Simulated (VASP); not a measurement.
# CdSe (P6_3mc) in VASP: notebook, part 2 of 2

VASP 6.6.1.

**4. Single point, PBE (strain +0.050 along x and y, -0.025 along z)**

Contents of INCAR:

```
PREC = Accurate ; ENCUT = 520
EDIFF = 1E-6 ; ISMEAR = 0
SIGMA = 0.05 ; LREAL = F
LASPH = T ; NELM = 80
ALGO = Normal ; ISIF = 2
LWAVE = F ; LCHARG = F
GGA = PE ; NBANDS = 26
```

Contents of KPOINTS:

```
Automatic mesh
0
Gamma
  6 6 4
```

Contents of POSCAR:

```
CdSe
1.0
    4.5134249099      0.0000000000      0.0000000000
   -2.2567124550      3.9087406301      0.0000000000
    0.0000000000      0.0000000000      6.8398200000
Cd Se
2 2
Direct
    0.6666666667      0.3333333333      0.0000000000
    0.3333333333      0.6666666667      0.5000000000
    0.6666666667      0.3333333333      0.3750000000
    0.3333333333      0.6666666667      0.8750000000
```

On the command line:

```console
cat potpaw_PBE.64/Cd/POTCAR potpaw_PBE.64/Se/POTCAR > POTCAR
mpirun -np 1 vasp_std > vasp.out
```

Run time: 28 s. Hardware: 1 thread of Intel Xeon 6975P-C (Granite Rapids), shared host; peak memory 0.27 GiB.

It converged, with:

```
Free energy            : -10.8747 eV
Pressure               : 0.1 GPa
Largest force          : 0.583 eV/Å
Band gap on the k mesh : 0.55 eV, direct
```

Forces in eV/Å, atoms in the order of the input:
```
Cd   0.000  0.000 -0.583
Cd   0.000  0.000 -0.583
Se   0.000  0.000  0.583
Se   0.000  0.000  0.583
```

Stress tensor (GPa, compression positive):
```
-1.98  0.00  0.00
 0.00 -1.98  0.00
 0.00  0.00  4.39
```

Levels at points of the mesh, in eV from the valence-band top:
```csv
k point,band 14,band 15,band 16,band 17,band 18,band 19,band 20,band 21,band 22,band 23
"(0.00, 0.00, 0.00)",-0.88,-0.88,-0.04,-0.04,0.00,0.55,1.83,5.59,5.59,6.86
"(0.50, 0.00, 0.00)",-3.21,-2.42,-1.79,-1.20,-0.58,3.09,3.16,5.04,6.24,6.25
"(0.00, 0.00, 0.50)",-2.43,-0.48,-0.48,-0.48,-0.48,2.21,2.21,5.98,5.98,5.99
"(0.50, 0.00, 0.50)",-3.86,-1.23,-1.23,-1.05,-1.05,2.98,2.98,4.96,4.96,7.49
```

Caveat: the cell differs from its parent crystal (strain +0.050 along x and y, -0.025 along z).

**5. Single point, PBE (strain +0.025 along x and y, +0.025 along z)**

Contents of INCAR:

```
SYSTEM = CdSe
PREC = Accurate ; ENCUT = 520
EDIFF = 1E-7 ; ISMEAR = 0
SIGMA = 0.05 ; LREAL = .False.
LASPH = .True. ; NELM = 80
ALGO = Normal ; ISIF = 2
LWAVE = .False. ; LCHARG = .False.
GGA = PE ; NBANDS = 26
```

Contents of KPOINTS:

```
Automatic mesh
0
Gamma
  6 6 4
  0 0 0
```

Contents of POSCAR:

```
CdSe
1.0
    4.4059624121      0.0000000000      0.0000000000
   -2.2029812060      3.8156753770      0.0000000000
    0.0000000000      0.0000000000      7.1905800000
Cd Se
2 2
Direct
    0.6666666667      0.3333333333      0.0000000000
    0.3333333333      0.6666666667      0.5000000000
    0.6666666667      0.3333333333      0.3750000000
    0.3333333333      0.6666666667      0.8750000000
```

Potentials or basis: VASP PAW PBE potentials, release 64 (Cd, Se).

On the command line:

```console
cat potpaw_PBE.64/Cd/POTCAR potpaw_PBE.64/Se/POTCAR > POTCAR
mpirun -np 1 vasp_std > vasp.out
```

OUTCAR:

```text
SYSTEM = CdSe
   PREC = Accurate
   ENCUT = 520
   EDIFF = 1E-7
   ISMEAR = 0
   LREAL = .False.
   LASPH = .True.
   NELM = 80
   ISIF = 2
   GGA = PE

 ion  position               nearest neighbor table
   1  0.667  0.333  0.000-   3 2.70   4 2.70   4 2.70   4 2.70
   2  0.333  0.667  0.500-   4 2.70   3 2.70   3 2.70   3 2.70
   3  0.667  0.333  0.375-   1 2.70   2 2.70   2 2.70   2 2.70
   4  0.333  0.667  0.875-   2 2.70   1 2.70   1 2.70   1 2.70

  LATTYP: Found a hexagonal cell.
 ALAT       =     4.4059624121
 C/A-ratio  =     1.6320111992

  Lattice vectors:

 A1 = (   4.4059624121,   0.0000000000,   0.0000000000)
 A2 = (  -2.2029812060,   3.8156753770,   0.0000000000)
 A3 = (   0.0000000000,   0.0000000000,   7.1905800000)

Analysis of symmetry for initial positions (statically):
=====================================================================
 Subroutine PRICEL returns:
 Original cell was already a primitive cell.

 Routine SETGRP: Setting up the symmetry group for a
 hexagonal supercell.

 Subroutine GETGRP returns: Found 12 space group operations
 (whereof  6 operations were pure point group operations)
 out of a pool of 24 trial point group operations.

The static configuration has the point symmetry C_3v.
 The point group associated with its full space group is C_6v.

Analysis of symmetry for dynamics (positions and initial velocities):
=====================================================================
 Subroutine PRICEL returns:
 Original cell was already a primitive cell.

 Routine SETGRP: Setting up the symmetry group for a
 hexagonal supercell.

 Subroutine GETGRP returns: Found 12 space group operations
 (whereof  6 operations were pure point group operations)
 out of a pool of 24 trial point group operations.

The dynamic configuration has the point symmetry C_3v.
 The point group associated with its full space group is C_6v.

 Subroutine INISYM returns: Found 12 space group operations
[... 116 lines left out ...]
     AMIX     =   0.40;   BMIX     =  1.00
     AMIX_MAG =   1.60;   BMIX_MAG =  1.00
  volume/ion in A,a.u.               =      30.22       203.94
  Fermi-wavevector in a.u.,A,eV,Ry     =   1.093244  2.065931 16.261433  1.195182
  Thomas-Fermi vector in A             =   2.229525
   LORBIT       =      0    0 simple, 1 ext, 2 COOP (PROOUT), +10 PAW based schemes
   GGA     = PE    functional components
   LHFCALC =     F    Hartree Fock is set to
   AEXX    =    0.0000 exact exchange contribution
   IVDW    =     0    specifies the selected vdW correction
   LEPSILON=     F    determine dielectric tensor
   LRPA    =     F    only Hartree local field effects (RPA)
 non-spin polarized calculation
 Gauss-broadening in eV      SIGMA  =   0.05
  energy-cutoff  :      520.00
  volume of cell :      120.89
 maximum number of plane-waves:      3285
 NGX is ok and might be reduce to    36
   NGX = 17   NGY = 17   NGZ = 27

 number of electron      36.0000008 magnetization

 Free energy of the ion-electron system (eV)
  ---------------------------------------------------
  ext. energy  EPLUGINS =         0.00000000
  ---------------------------------------------------
  free energy    TOTEN  =       -10.98967073 eV

  energy without entropy =      -10.98967073  energy(sigma->0) =      -10.98967073

 E-fermi :   0.6564     XC(G=0):  -8.5566

 val. band max:        0.4069067870   @ k =   0.0000   0.0000   0.0000
 cond. band min:       0.9098678797   @ k =   0.0000   0.0000   0.0000
 fundamental gap:      0.5029610927
 Fermi energy:         0.6564221209

 k-point     1 :       0.0000    0.0000    0.0000
  band No.  band energies     occupation
      1     -11.8183      2.00000
      2     -11.5007      2.00000
      3      -7.3160      2.00000
      4      -7.3061      2.00000
      5      -7.3061      2.00000
      6      -7.2502      2.00000
[... 598 lines left out ...]
     25       8.9368      0.00000
     26       8.9368      0.00000

------------------------ aborting loop because EDIFF is reached ----------------------------------------

  FORCE on cell =-STRESS in cart. coord.  units (eV):
  Direction    XX          YY          ZZ          XY          YZ          ZX
  --------------------------------------------------------------------------------------
  -------------------------------------------------------------------------------------
  Total       -0.3568547     -0.3568547     -0.2761661     -0.0000000      0.0000000      0.0000000
  in kB       -4.7296158     -4.7296158     -3.6601995     -0.0000000      0.0000000      0.0000000
  external PRESSURE =      -4.3731437 kB  Pullay stress =       0.0000000 kB

 VOLUME and BASIS-vectors are now :
 -----------------------------------------------------------------------------
  energy-cutoff  :      520.00
  volume of cell :      120.89
      direct lattice vectors                 reciprocal lattice vectors
     4.405962412  0.000000000  0.000000000     0.226965168  0.131038401  0.000000000
    -2.202981206  3.815675377  0.000000000     0.000000000  0.262076802  0.000000000
     0.000000000  0.000000000  7.190580000     0.000000000  0.000000000  0.139070840

 POSITION                                       TOTAL-FORCE (eV/Angst)
 -----------------------------------------------------------------------------------
      2.20298      1.27189      0.00000         0.000000     -0.000000     -0.020849
     -0.00000      2.54378      3.59529        -0.000000     -0.000000     -0.020849
      2.20298      1.27189      2.69647        -0.000000     -0.000000      0.020849
     -0.00000      2.54378      6.29176         0.000000      0.000000      0.020849
 -----------------------------------------------------------------------------------
    total drift:                               -0.000000     -0.000000      0.000077

  FREE ENERGIE OF THE ION-ELECTRON SYSTEM (eV)
  ---------------------------------------------------
  free  energy   TOTEN  =       -10.9896707303 eV

  energy  without entropy=      -10.9896707303  energy(sigma->0) =      -10.98967073
```

OSZICAR:

```text
N       E                     dE             d eps       ncg     rms          rms(c)
DAV:   1     0.236919915788E+03    0.23692E+03   -0.16808E+04  1092   0.123E+03
DAV:   2     0.130882573025E+01   -0.23561E+03   -0.22828E+03  1192   0.305E+02
DAV:   3    -0.116481116958E+02   -0.12957E+02   -0.12874E+02  1286   0.710E+01
DAV:   4    -0.117668738046E+02   -0.11876E+00   -0.11865E+00  1232   0.631E+00
DAV:   5    -0.117675874730E+02   -0.71367E-03   -0.71364E-03  1276   0.481E-01    0.757E+00
DAV:   6    -0.110207509125E+02    0.74684E+00   -0.12866E+00  1204   0.104E+01    0.613E+00
DAV:   7    -0.109889481524E+02    0.31803E-01   -0.45934E-01  1154   0.340E+00    0.258E+00
DAV:   8    -0.109892931009E+02   -0.34495E-03   -0.39253E-02  1148   0.194E+00    0.352E-01
DAV:   9    -0.109893760237E+02   -0.82923E-04   -0.59050E-03  1184   0.831E-01    0.864E-02
DAV:  10    -0.109895909345E+02   -0.21491E-03   -0.74465E-04  1142   0.277E-01    0.709E-02
DAV:  11    -0.109896816032E+02   -0.90669E-04   -0.22760E-04  1138   0.829E-02    0.252E-02
DAV:  12    -0.109896690966E+02    0.12507E-04   -0.31260E-05  1202   0.520E-02    0.856E-03
DAV:  13    -0.109896706750E+02   -0.15785E-05   -0.12488E-05  1128   0.151E-02    0.913E-03
DAV:  14    -0.109896707303E+02   -0.55262E-07   -0.54189E-07  1198   0.324E-03
   1 F= -.10989671E+02 E0= -.10989671E+02  d E =-.735396E-14
```

stdout:

```text
POSCAR found type information on POSCAR CdSe
 POSCAR found :  2 types and       4 ions
 scaLAPACK will be used
 LDA part: xc-table for (Slater+PW92), standard interpolation
 POSCAR, INCAR and KPOINTS ok, starting setup
 FFT: planning ... GRIDC
 FFT: planning ... GRID_SOFT
 FFT: planning ... GRID
 WAVECAR not read
 entering main loop
```

It took 29 s on 1 thread of Intel Xeon 6975P-C (Granite Rapids), shared host; peak memory 0.27 GiB.

What came out:

```
Free energy            : -10.9897 eV
Pressure               : -0.4 GPa
Largest force          : 0.021 eV/Å
Band gap on the k mesh : 0.50 eV, direct
```

Forces in eV/Å, atoms in the order of the input:
```
Cd   0.000  0.000 -0.021
Cd   0.000  0.000 -0.021
Se   0.000  0.000  0.021
Se   0.000  0.000  0.021
```

Stress tensor (GPa, compression positive):
```
-0.47  0.00  0.00
 0.00 -0.47  0.00
 0.00  0.00 -0.37
```

Levels at points of the mesh, in eV from the valence-band top:
```tsv
k point	band 14	band 15	band 16	band 17	band 18	band 19	band 20	band 21	band 22	band 23
(0.00, 0.00, 0.00)	-0.67	-0.67	-0.05	0.00	0.00	0.50	2.13	5.85	5.85	6.12
(0.50, 0.00, 0.00)	-3.36	-2.37	-1.63	-1.17	-0.66	3.06	3.32	4.78	5.88	6.41
(0.00, 0.00, 0.50)	-2.50	-0.35	-0.35	-0.35	-0.35	2.23	2.23	5.74	5.74	6.23
(0.50, 0.00, 0.50)	-3.86	-1.21	-1.21	-1.18	-1.18	2.88	2.88	4.83	4.83	7.51
```

Caveat: the cell differs from its parent crystal (strain +0.025 along x and y, +0.025 along z).

**6. Single point, PBE (strain +0.050 along x and y, +0.000 along z)**

Contents of INCAR:

```
ALGO = Normal
EDIFF = 1E-6
ENCUT = 520
GGA = PE
ISIF = 2
ISMEAR = 0
LASPH = True
LCHARG = True
LELF = True
LREAL = False
LVHAR = True
LWAVE = False
NBANDS = 26
NELM = 100
PREC = Accurate
SIGMA = 0.05
```

Contents of KPOINTS:

```
k-points
0
Gamma
  6 6 4
```

Contents of POSCAR:

```
CdSe
1.0
    4.5134249099      0.0000000000      0.0000000000
   -2.2567124550      3.9087406301      0.0000000000
    0.0000000000      0.0000000000      7.0152000000
Cd Se
2 2
Direct
    0.6666666667      0.3333333333      0.0000000000
    0.3333333333      0.6666666667      0.5000000000
    0.6666666667      0.3333333333      0.3750000000
    0.3333333333      0.6666666667      0.8750000000
```

Potentials or basis: VASP PAW PBE potentials, release 64 (Cd, Se).

On the command line:

```console
cat potpaw_PBE.64/Cd/POTCAR potpaw_PBE.64/Se/POTCAR > POTCAR
mpirun -np 1 vasp_std > vasp.out
```

Run time: 30 s. Hardware: 1 thread of Intel Xeon 6975P-C (Granite Rapids), shared host; peak memory 0.26 GiB.

Results (log left out):

| Item | Value |
| --- | --- |
| Free energy | -10.9280 eV |
| Pressure | -1.2 GPa |
| Largest force | 0.308 eV/Å |
| Band gap on the k mesh | 0.48 eV, direct |

Forces in eV/Å, atoms in the order of the input:
```
Cd   0.000  0.000 -0.308
Cd   0.000  0.000 -0.308
Se   0.000  0.000  0.308
Se   0.000  0.000  0.308
```

Stress tensor (GPa, compression positive):
```
-2.38  0.00  0.00
 0.00 -2.38  0.00
 0.00  0.00  1.25
```

Levels at points of the mesh, in eV from the valence-band top:
```csv
k point,band 14,band 15,band 16,band 17,band 18,band 19,band 20,band 21,band 22,band 23
"(0.00, 0.00, 0.00)",-0.77,-0.77,-0.02,-0.02,0.00,0.48,1.91,5.67,5.67,6.57
"(0.50, 0.00, 0.00)",-3.17,-2.30,-1.65,-1.13,-0.58,3.07,3.16,4.95,6.05,6.29
"(0.00, 0.00, 0.50)",-2.40,-0.42,-0.42,-0.42,-0.42,2.16,2.16,5.85,5.85,6.06
"(0.50, 0.00, 0.50)",-3.75,-1.16,-1.16,-1.06,-1.06,2.92,2.92,4.89,4.89,7.43
```

Caveat: the cell differs from its parent crystal (strain +0.050 along x and y, +0.000 along z).

**7. Overview**

| cell | gap on the mesh (eV) | pressure (GPa) | largest force (eV/Å) |
| --- | --- | --- | --- |
| a = 4.513, b = 4.513, c = 6.664 Å, angles 90.0, 90.0, 120.0°, 4 atoms | 0.63 | 1.8 | 0.98 |
| a = 4.406, b = 4.406, c = 7.015 Å, angles 90.0, 90.0, 120.0°, 4 atoms | 0.58 | 0.7 | 0.20 |
| a = 4.513, b = 4.513, c = 6.840 Å, angles 90.0, 90.0, 120.0°, 4 atoms | 0.55 | 0.1 | 0.58 |
| a = 4.406, b = 4.406, c = 7.191 Å, angles 90.0, 90.0, 120.0°, 4 atoms | 0.50 | -0.4 | 0.02 |
| a = 4.513, b = 4.513, c = 7.015 Å, angles 90.0, 90.0, 120.0°, 4 atoms | 0.48 | -1.2 | 0.31 |

Alike in all rows: task single point; level PBE; potentials or basis VASP PAW PBE potentials, release 64 (Cd, Se); no spin polarisation; k mesh 6 × 6 × 4; cutoff (eV) 520; smearing gaussian 0.05 eV.

Absolute energies hang on the potentials; compare differences alone.
